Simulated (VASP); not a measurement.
**Hf8O15 (a cell with a defect): single point with PBEsol**

System: Hf8O15 (a cell with a defect).

```xyz
23
Lattice="4.2173 0.0000 5.1950 -5.0957 5.1771 0.0019 -5.0957 -5.1771 0.0019" Properties=species:S:1:pos:R:3 pbc="T T T"
Hf   -4.2858    2.3580    3.6657
Hf   -4.3131   -2.8166    3.6716
Hf    3.0438   -0.1829    4.0775
Hf   -2.0956   -0.2225    4.1150
Hf   -1.6660    2.8025    1.5177
Hf   -1.6454   -2.3832    1.5730
Hf   -3.8983    0.2687    1.1126
Hf   -8.9856    0.2177    1.0854
O    -3.6761   -1.3292    5.0895
O    -2.7344    1.2526    2.7129
O    -2.7367   -3.9231    2.6894
O    -2.3100    1.2905    0.0979
O    -7.4365    1.4629    0.1082
O    -3.2719    3.9320    2.5515
O    -3.2200   -1.2597    2.4140
O    -5.0217    1.7531    1.8116
O    -5.0468   -3.4467    1.7638
O    -5.6056   -0.8235    0.8378
O    -0.5898   -0.8374    0.7980
O    -0.9428    3.4228    3.4102
O    -0.9229   -1.7445    3.4699
O    -5.4367    0.8116    4.3459
O    -0.3755    0.8406    4.3890
```

* Program: VASP 6.6.1
* Task: single point
* Functional: PBEsol
* Potentials or basis: VASP PAW PBE potentials, release 64 (Hf_pv, O)
* Cutoff: 520 eV
* k mesh: 2 × 2 × 2, shifted
* Occupations: gaussian, width 0.02 eV
* Spin: collinear spin
* Starting moments: [0.167, 0.0, 0.167, 0.0, 0.0, 0.167, 0.167, 0.0, 0.0, 0.0, 0.0, 0.0, 0.167, 0.0, 0.0, 0.0, 0.0, 0.0, 0.167, 0.0, 0.0, 0.0, 0.0] μB

The largest force is 0.196 eV/Å, the net moment is 1.00 μB per cell and the site moments are Hf +0.12, +0.00, +0.01, +0.09, +0.07 (each value once); O +0.00, +0.01, +0.02, +0.03, -0.00 (each value once) μB. The valence electrons inside the program's atomic spheres are Hf 8.46, 8.40, 8.45, 8.39, 8.50, 8.48, 8.35 (each value once); O 5.06, 5.08, 5.11, 5.09, 5.07 (each value once).

Forces in eV/Å, atoms in the order of the input:
```
Hf  -0.069 -0.119 -0.138
Hf  -0.055 -0.026 -0.060
Hf   0.106  0.037 -0.006
Hf   0.063 -0.020  0.054
Hf   0.058  0.009  0.068
Hf   0.071 -0.038  0.148
Hf  -0.078  0.080 -0.002
Hf  -0.045  0.042 -0.048
O    0.043  0.000 -0.005
O   -0.055  0.002  0.005
O   -0.031  0.006  0.006
O   -0.040  0.002  0.000
O   -0.047  0.029 -0.001
O    0.031 -0.006  0.009
O    0.052 -0.006 -0.010
O   -0.002  0.015  0.040
O    0.009 -0.007  0.037
O   -0.006 -0.004 -0.048
O   -0.006 -0.014 -0.052
O    0.002  0.000 -0.046
O   -0.013  0.005 -0.051
O    0.006  0.011  0.058
O    0.007  0.001  0.040
```

Levels at points of the mesh, in eV from the Fermi level:
Spin up:
```csv
k point,band 82,band 83,band 84,band 85,band 86,band 87,band 88,band 89
"(0.25, 0.25, 0.25)",-2.83,-2.70,-2.57,-0.25,1.98,2.40,2.42,2.62
```
Spin down:
```
           k point  band 82  band 83  band 84  band 85  band 86  band 87
(0.25, 0.25, 0.25)    -2.81    -2.68    -2.56     0.81     2.16     2.46
```

Run time: 18 min on 1 thread of Oxide Virtual Turin-like Processor, on a shared host, peak memory 0.52 GiB.

Caveat: the k points lie up to 0.56 Å⁻¹ apart; the cell carries a net charge on a neutralising background, which shifts energy and pressure; the cell is charged against a uniform background, so pressure and absolute levels hang on convention; the PAW data sets were made with another functional, which shifts forces and pressure a little; spin-orbit coupling is left out, which moves the levels of the heavy elements.
